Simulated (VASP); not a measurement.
# MoS2 in VASP: notebook

Runs on MoS2. Level: PBE+D3(BJ). Tasks: single point.

All numbers are computed with VASP 6.6.1; they aren't measurements. Logs are shortened: lines on timing, memory, paths and dates and some standing lists are left out, and cuts for length are marked.

## (1) The cell of the first run

The cell holds a slab with vacuum, 3 atoms: a = 3.155 Å, b = 3.155 Å, c = 20.135 Å, α = 90.00°, β = 90.00°, γ = 120.00°.

## (2) Single point, PBE+D3(BJ)

Contents of INCAR:

```
  PREC = Accurate
  ENCUT = 520
  EDIFF = 1E-7
  ISMEAR = 0
  SIGMA = 0.05
  LREAL = F
  LASPH = T
  NELM = 100
  ALGO = Normal
  ISIF = 2
  LWAVE = F
  LCHARG = F
  LDIPOL = T
  IDIPOL = 3
  DIPOL = 0.5 0.5 0.500
  GGA = PE
  IVDW = 12
  NBANDS = 20
```

Contents of KPOINTS:

```
Automatic mesh
0
Gamma
  9 9 1
```

Contents of POSCAR:

```
MoS2
1.0
    3.1546275777      0.0000000000      0.0000000000
   -1.5773137888      2.7319876217      0.0000000000
    0.0000000000      0.0000000000     20.1354073823
S Mo
2 1
Direct
    0.6666666667      0.3333333333      0.4221419432
    0.6666666667      0.3333333333      0.5778580568
    0.3333333333      0.6666666667      0.4999977910
```

Potentials or basis: VASP PAW PBE potentials, release 64 (S, Mo_sv).

On the command line:

```
$ cat potpaw_PBE.64/S/POTCAR potpaw_PBE.64/Mo_sv/POTCAR > POTCAR
$ mpirun -np 1 vasp_std > vasp.out
```

OUTCAR:

```text
PREC = Accurate
   ENCUT = 520
   EDIFF = 1E-7
   ISMEAR = 0
   LREAL = F
   LASPH = T
   NELM = 100
   ISIF = 2
   GGA = PE
   IVDW = 12
 IVDW          = 12

 ion  position               nearest neighbor table
   1  0.667  0.333  0.422-   3 2.40   3 2.40   3 2.40
   2  0.667  0.333  0.578-   3 2.40   3 2.40   3 2.40
   3  0.333  0.667  0.500-   1 2.40   1 2.40   1 2.40   2 2.40   2 2.40   2 2.40

  LATTYP: Found a hexagonal cell.
 ALAT       =     3.1546275777
 C/A-ratio  =     6.3828160017

  Lattice vectors:

 A1 = (   3.1546275777,   0.0000000000,   0.0000000000)
 A2 = (  -1.5773137888,   2.7319876217,   0.0000000000)
 A3 = (   0.0000000000,   0.0000000000,  20.1354073823)

Analysis of symmetry for initial positions (statically):
=====================================================================
 Subroutine PRICEL returns:
 Original cell was already a primitive cell.

 Routine SETGRP: Setting up the symmetry group for a
 hexagonal supercell.

 Subroutine GETGRP returns: Found 12 space group operations
 (whereof 12 operations were pure point group operations)
 out of a pool of 24 trial point group operations.

The static configuration has the point symmetry D_3h.

Analysis of symmetry for dynamics (positions and initial velocities):
=====================================================================
 Subroutine PRICEL returns:
 Original cell was already a primitive cell.

 Routine SETGRP: Setting up the symmetry group for a
 hexagonal supercell.

 Subroutine GETGRP returns: Found 12 space group operations
 (whereof 12 operations were pure point group operations)
 out of a pool of 24 trial point group operations.

The dynamic configuration has the point symmetry D_3h.

 Subroutine INISYM returns: Found 12 space group operations
 (whereof 12 operations are pure point group operations),
 and found     1 'primitive' translations

----------------------------------------------------------------------------------------

                                     Primitive cell

  volume of cell :     173.5351

  direct lattice vectors                    reciprocal lattice vectors
     3.154627578  0.000000000  0.000000000     0.316994629  0.183016935  0.000000000
    -1.577313789  2.731987622  0.000000000     0.000000000  0.366033869  0.000000000
     0.000000000  0.000000000 20.135407382     0.000000000  0.000000000  0.049663758

  length of vectors
     3.154627578  3.154627578 20.135407382     0.366033869  0.366033869  0.049663758

  position of ions in fractional coordinates (direct lattice)
     0.666666667  0.333333333  0.422141943
     0.666666667  0.333333333  0.577858057
     0.333333333  0.666666667  0.499997791

  ion indices of the primitive-cell ions
   primitive index   ion index
                 1           1
                 2           2
                 3           3

----------------------------------------------------------------------------------------

 KPOINTS: Automatic mesh

Automatic generation of k-mesh.
 Grid dimensions read from file:
 generate k-points for:    9    9    1

 Generating k-lattice:

  Cartesian coordinates                     Fractional coordinates (reciprocal lattice)
     0.035221625  0.020335215  0.000000000     0.111111111  0.000000000  0.000000000
     0.000000000  0.040670430  0.000000000     0.000000000  0.111111111  0.000000000
     0.000000000  0.000000000  0.049663758     0.000000000  0.000000000  1.000000000

  Length of vectors
     0.040670430  0.040670430  0.049663758

  Shift w.r.t. Gamma in fractional coordinates (k-lattice)
     0.000000000  0.000000000  0.000000000

 Subroutine IBZKPT returns following result:
 ===========================================

 Found     12 irreducible k-points:

 Following reciprocal coordinates:
            Coordinates               Weight
  0.000000  0.000000  0.000000      1.000000
  0.111111  0.000000  0.000000      6.000000
  0.222222 -0.000000  0.000000      6.000000
  0.333333  0.000000  0.000000      6.000000
  0.444444 -0.000000  0.000000      6.000000
  0.111111  0.111111  0.000000      6.000000
  0.222222  0.111111  0.000000     12.000000
  0.333333  0.111111  0.000000     12.000000
  0.444444  0.111111  0.000000      6.000000
  0.222222  0.222222  0.000000      6.000000
  0.333333  0.222222  0.000000     12.000000
  0.333333  0.333333  0.000000      2.000000
   k-points           NKPTS =     12   k-points in BZ     NKDIM =     12   number of bands    NBANDS=     20
   number of dos      NEDOS =    301   number of ions     NIONS =      3
   total plane-waves  NPLWV =  86400
   dimension x,y,z NGX =    24 NGY =   24 NGZ =  150
   dimension x,y,z NGXF=    48 NGYF=   48 NGZF=  300
   ions per type =               2   1
   NGX,Y,Z   is equivalent  to a cutoff of  12.65, 12.65, 12.38 a.u.
   NGXF,Y,Z  is equivalent  to a cutoff of  25.30, 25.30, 24.77 a.u.
 SYSTEM =  unknown system
   PREC   = accura    normal or accurate (medium, high low for compatibility)
   ISTART =      0    job   : 0-new  1-cont  2-samecut
   ICHARG =      2    charge: 1-file 2-atom 10-const
   ISPIN  =      1    spin polarized calculation?
   LNONCOLLINEAR =      F non collinear calculations
   LSORBIT =      F    spin-orbit coupling
   LASPH  =      T    aspherical Exc in radial PAW
   ENCUT  =  520.0 eV  38.22 Ry    6.18 a.u.   5.87  5.87 37.44*2*pi/ulx,y,z
   NELM   =    100;   NELMIN=  2; NELMDL= -5     # of ELM steps
   EDIFF  = 0.1E-06   stopping-criterion for ELM
   LREAL  =      F    real-space projection
   EDIFFG = 0.1E-05   stopping-criterion for IOM
   NSW    =      0    number of steps for IOM
   IBRION =     -1    ionic relax: 0-MD 1-quasi-New 2-CG
   NFREE  =      0    steps in history (QN), initial steepest desc. (CG)
   ISIF   =      2    stress and relaxation
   ISYM   =      2    0-nonsym 1-usesym 2-fastsym
   POTIM  = 0.5000    time-step for ionic-motion
   TEBEG  =    0.0;   TEEND  =   0.0 temperature during run
   PSTRESS=    0.0 pullay stress
   NELECT =      26.0000    total number of electrons
   NUPDOWN=      -1.0000    fix difference up-down
   EMIN   =  10.00;   EMAX   =-10.00  energy-range for DOS
   EFERMI =   0.00;   METHOD = LEGACY
   ISMEAR =     0;   SIGMA  =   0.05  broadening in eV -4-tet -1-fermi 0-gaus
   EFERMI_NEDOS =   21; number of points for ismear=-14 and -15
   IALGO  =     38    algorithm
   IMIX   =      4    mixing-type and parameters
     AMIX     =   0.40;   BMIX     =  1.00
     AMIX_MAG =   1.60;   BMIX_MAG =  1.00
  volume/ion in A,a.u.               =      57.85       390.36
  Fermi-wavevector in a.u.,A,eV,Ry     =   0.869501  1.643119 10.286445  0.756032
  Thomas-Fermi vector in A             =   1.988332
   LORBIT       =      0    0 simple, 1 ext, 2 COOP (PROOUT), +10 PAW based schemes
   GGA     = PE    functional components
   LHFCALC =     F    Hartree Fock is set to
   AEXX    =    0.0000 exact exchange contribution
   IVDW    =    12    specifies the selected vdW correction
   LEPSILON=     F    determine dielectric tensor
   LRPA    =     F    only Hartree local field effects (RPA)
 non-spin polarized calculation
 Gauss-broadening in eV      SIGMA  =   0.05
  energy-cutoff  :      520.00
  volume of cell :      173.54
 maximum number of plane-waves:      4696
 NGX is ok and might be reduce to    24
   NGX = 11   NGY = 11   NGZ = 75

 number of electron      26.0000002 magnetization

 dipolmoment           0.000000      0.000000      0.000513 electrons x Angstroem

 Free energy of the ion-electron system (eV)
  ---------------------------------------------------
  ext. energy  EPLUGINS =         0.00000000
  ---------------------------------------------------
  free energy    TOTEN  =       -21.84424170 eV

  energy without entropy =      -21.84424170  energy(sigma->0) =      -21.84424170

 E-fermi :  -1.6549     XC(G=0):  -3.8283

 val. band max:       -1.9671234883   @ k =   0.3333   0.3333   0.0000
 cond. band min:      -0.1875969086   @ k =   0.3333   0.3333   0.0000
 fundamental gap:      1.7795265797
 Fermi energy:        -1.6548707212

 k-point     1 :       0.0000    0.0000    0.0000
  band No.  band energies     occupation
      1     -62.8032      2.00000
      2     -36.9624      2.00000
      3     -36.7248      2.00000
      4     -36.7248      2.00000
      5     -16.1254      2.00000
      6     -14.8246      2.00000
[... 12 lines left out ...]
     19       3.6065      0.00000
     20       4.2625      0.00000

 k-point     2 :       0.1111    0.0000    0.0000
  band No.  band energies     occupation
      1     -62.7983      2.00000
      2     -36.9529      2.00000
      3     -36.7735      2.00000
      4     -36.7359      2.00000
      5     -15.9384      2.00000
      6     -14.7463      2.00000
[... 12 lines left out ...]
     19       3.8512      0.00000
     20       4.6141      0.00000

 k-point     3 :       0.2222   -0.0000    0.0000
  band No.  band energies     occupation
      1     -62.7858      2.00000
      2     -36.9286      2.00000
      3     -36.8951      2.00000
      4     -36.7637      2.00000
      5     -15.4293      2.00000
      6     -14.5341      2.00000
[... 12 lines left out ...]
     19       4.5460      0.00000
     20       5.3262      0.00000

 k-point     4 :       0.3333    0.0000    0.0000
  band No.  band energies     occupation
      1     -62.7717      2.00000
      2     -37.0306      2.00000
      3     -36.9009      2.00000
      4     -36.7952      2.00000
      5     -14.7625      2.00000
      6     -14.2624      2.00000
[... 153 lines left out ...]
 k-point    11 :       0.3333    0.2222    0.0000
  band No.  band energies     occupation
      1     -62.7583      2.00000
      2     -37.0695      2.00000
      3     -36.9142      2.00000
      4     -36.8748      2.00000
      5     -14.0306      2.00000
      6     -13.9363      2.00000
[... 12 lines left out ...]
     19       6.5899      0.00000
     20       7.1667      0.00000

 k-point    12 :       0.3333    0.3333    0.0000
  band No.  band energies     occupation
      1     -62.7558      2.00000
      2     -37.0293      2.00000
      3     -36.9840      2.00000
      4     -36.8700      2.00000
      5     -13.8870      2.00000
      6     -13.8608      2.00000
[... 12 lines left out ...]
     19       5.6574      0.00000
     20       7.6780      0.00000

------------------------ aborting loop because EDIFF is reached ----------------------------------------

 vacuum level on the upper side and lower side of the slab       (xc-potential included)        -0.069        -0.080

 Edisp (eV)   -0.95803

 E8    (eV) :    -0.4143

  FORCE on cell =-STRESS in cart. coord.  units (eV):
  Direction    XX          YY          ZZ          XY          YZ          ZX
  --------------------------------------------------------------------------------------
  -------------------------------------------------------------------------------------
  Total      -0.06653    -0.06653    -0.09368    -0.00000     0.00000     0.00000
  in kB      -0.61426    -0.61426    -0.86493    -0.00000     0.00000     0.00000
  external pressure =       -0.70 kB  Pullay stress =        0.00 kB

 VOLUME and BASIS-vectors are now :
 -----------------------------------------------------------------------------
  energy-cutoff  :      520.00
  volume of cell :      173.54
      direct lattice vectors                 reciprocal lattice vectors
     3.154627578  0.000000000  0.000000000     0.316994629  0.183016935  0.000000000
    -1.577313789  2.731987622  0.000000000     0.000000000  0.366033869  0.000000000
     0.000000000  0.000000000 20.135407382     0.000000000  0.000000000  0.049663758

 POSITION                                       TOTAL-FORCE (eV/Angst)
 -----------------------------------------------------------------------------------
      1.57731      0.91066      8.50000         0.000000     -0.000000      0.020685
      1.57731      0.91066     11.63541         0.000000      0.000000     -0.020685
     -0.00000      1.82133     10.06766        -0.000000      0.000000      0.000000
 -----------------------------------------------------------------------------------
    total drift:                                0.000000     -0.000000      0.149055

  FREE ENERGIE OF THE ION-ELECTRON SYSTEM (eV)
  ---------------------------------------------------
  free  energy   TOTEN  =       -22.8022672819 eV

  energy  without entropy=      -22.8022672819  energy(sigma->0) =      -22.80226728

 vacuum level on the upper side and lower side of the slab         3.880         3.868
```

Wall time 96 s (1 thread of AMD EPYC 7R13, shared host); peak memory 0.27 GiB.

Results:

| Quantity | Value |
| --- | --- |
| Free energy | -22.8023 eV |
| Largest force | 0.021 eV/Å |
| Band gap on the k mesh | 1.78 eV |
| Dispersion energy per atom | -0.319 eV |

Forces on the atoms (eV/Å):
```
S    0.000  0.000  0.021
S    0.000  0.000 -0.021
Mo   0.000  0.000  0.000
```

Levels at points of the mesh, in eV from the valence-band top:
```tsv
k point	band 10	band 11	band 12	band 13	band 14	band 15	band 16	band 17
(0.00, 0.00, 0.00)	-1.86	-1.45	-1.45	-0.09	2.84	2.84	3.07	3.07
```

## (3) Single point, PBE+D3(BJ), collinear spin

Contents of INCAR:

```
PREC     = Accurate       # precision mode
ENCUT    = 520            # plane-wave cutoff, eV
EDIFF    = 1E-6           # SCF threshold, eV
ISMEAR   = 0              # smearing method
SIGMA    = 0.05           # smearing width, eV
LREAL    = False          # projectors in reciprocal space
LASPH    = True           # aspherical terms in the spheres
NELM     = 150            # most SCF steps
ALGO     = Normal         # electronic algorithm
ISIF     = 2              # what is computed and relaxed
LWAVE    = False          # write WAVECAR
LCHARG   = True           # write CHGCAR
ISPIN    = 2              # spin polarisation
MAGMOM   = 0 0 1          # initial moments
LORBIT   = 11             # projections on sites
LMAXMIX  = 4              # l up to which the mixer works
LDIPOL   = True         
IDIPOL   = 3            
DIPOL    = 0.5 0.5 0.500
GGA      = PE             # functional
IVDW     = 12             # dispersion correction
LELF     = True           # ELF
LVHAR    = True         
LVACPOTAV= True         
NBANDS   = 24             # bands
```

Contents of KPOINTS:

```
Automatic mesh
0
Gamma
  12 12 1
```

Contents of POSCAR:

```
MoS2
1.0
    3.1546275777      0.0000000000      0.0000000000
   -1.5773137888      2.7319876217      0.0000000000
    0.0000000000      0.0000000000     20.1015650214
S Mo
2 1
Direct
    0.6666666667      0.3333333333      0.4220019123
    0.6666666667      0.3333333333      0.5779801846
    0.3333333333      0.6666666667      0.4999888357
```

Potentials or basis: VASP PAW PBE potentials, release 64 (S, Mo_sv).

On the command line:

```
$ cat potpaw_PBE.64/S/POTCAR potpaw_PBE.64/Mo_sv/POTCAR > POTCAR
$ mpirun -np 1 vasp_std > vasp.out
```

Wall time 5.7 min (1 thread of AMD EPYC 7R13, shared host); peak memory 0.38 GiB.

It converged, with:

```
Free energy                                           : -22.8023 eV
Largest force                                         : 0.021 eV/Å
Band gap on the k mesh                                : 1.78 eV
Net moment                                            : 0.00 μB per cell
Valence electrons inside the program's atomic spheres : S 3.71; Mo 12.47
Dispersion energy per atom                            : -0.319 eV
```

Forces in eV/Å, atoms in the order of the input:
```
S    0.000  0.000  0.021
S    0.000  0.000 -0.021
Mo   0.000  0.000  0.000
```

Levels at points of the mesh, in eV from the valence-band top:
Spin up:
```
           k point  band 10  band 11  band 12  band 13  band 14  band 15  band 16  band 17
(0.00, 0.00, 0.00)    -1.86    -1.45    -1.45    -0.09     2.84     2.84     3.07     3.07
(0.50, 0.00, 0.00)    -3.15    -1.95    -0.91    -0.65     2.35     2.85     3.92     4.37
```
Spin down:
```csv
k point,band 10,band 11,band 12,band 13,band 14,band 15,band 16,band 17
"(0.00, 0.00, 0.00)",-1.86,-1.45,-1.45,-0.09,2.84,2.84,3.07,3.07
"(0.50, 0.00, 0.00)",-3.15,-1.95,-0.91,-0.65,2.35,2.85,3.92,4.37
```
